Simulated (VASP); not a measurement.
Write the native input for VASP 6.6.1 that does the following.

* Task: relaxation of cell and atoms
* Functional: PBE
* Potentials or basis: VASP PAW PBE potentials, release 64 (Si)
* Cutoff: 600 eV
* k mesh: 6 × 6 × 1
* Occupations: gaussian, width 0.1 eV
* Spin: no spin polarisation
* Dipole correction: no
* Further INCAR settings: ALGO = Normal; EDIFF = 1e-06; IBRION = 2; EDIFFG = -0.04; NSW = 90; ISIF = 3

The structure of Si lies in POSCAR:

```
Si
1.0
    2.8481709200      0.0000000000      0.0000000000
   -1.4240854600      2.4665883700      0.0000000000
    0.0000000000      0.0000000000     34.1976234200
Si
12
Direct
    0.6666666700      0.3333333300      0.6327907200
    0.6666666700      0.3333333300      0.1327908400
    0.6666666700      0.3333333300      0.3672091600
    0.6666666700      0.3333333300      0.8672092800
    0.0000000000      0.0000000000      0.2500000000
    0.3333333300      0.6666666700      0.8672091600
    0.0000000000      0.0000000000      0.7500000000
    0.6666666700      0.3333333300      0.2500000000
    0.3333333300      0.6666666700      0.3672092800
    0.3333333300      0.6666666700      0.7500000000
    0.3333333300      0.6666666700      0.1327907200
    0.3333333300      0.6666666700      0.6327908400
```

These files were run (other wordings do the same):

INCAR

```
SYSTEM = Si
  PREC = Accurate
  ENCUT = 600
  EDIFF = 1E-6
  ISMEAR = 0
  SIGMA = 0.1
  LREAL = .False.
  LASPH = .True.
  NELM = 100
  ALGO = Normal
  ISIF = 3
  LWAVE = .False.
  LCHARG = .False.
  GGA = PE
  IBRION = 2
  NSW = 90
  EDIFFG = -0.04
```

KPOINTS

```
Automatic mesh
0
Gamma
  6 6 1
  0 0 0
```

Potentials or basis: VASP PAW PBE potentials, release 64 (Si).

Launch:

```console
$ cat potpaw_PBE.64/Si/POTCAR > POTCAR
$ mpirun -np 1 vasp_std > vasp.out
```

It gave:

| Property | Result |
| --- | --- |
| Relaxed cell | a = 3.905 Å, b = 3.905 Å, c = 25.979 Å, α = 90.00°, β = 90.00°, γ = 120.00° |
| Space group after relaxing (to 0.1 Å) | P6_3/mmc (No. 194) |
| Energy gained by relaxing | 8871.8 meV/atom |
| Ionic steps | 39 |
| Largest force after relaxing | 0.039 eV/Å |
| Band gap on the k mesh | zero (bands 24 and 25 overlap by 0.61 eV) |

Caveat: the k points lie up to 0.31 Å⁻¹ apart in the final cell, too coarse for converged energies and pressures of a metal.

It took 26 min on 1 thread of AMD EPYC 9R45 96-Core Processor (Zen 5), on a shared host, peak memory 0.4 GiB.
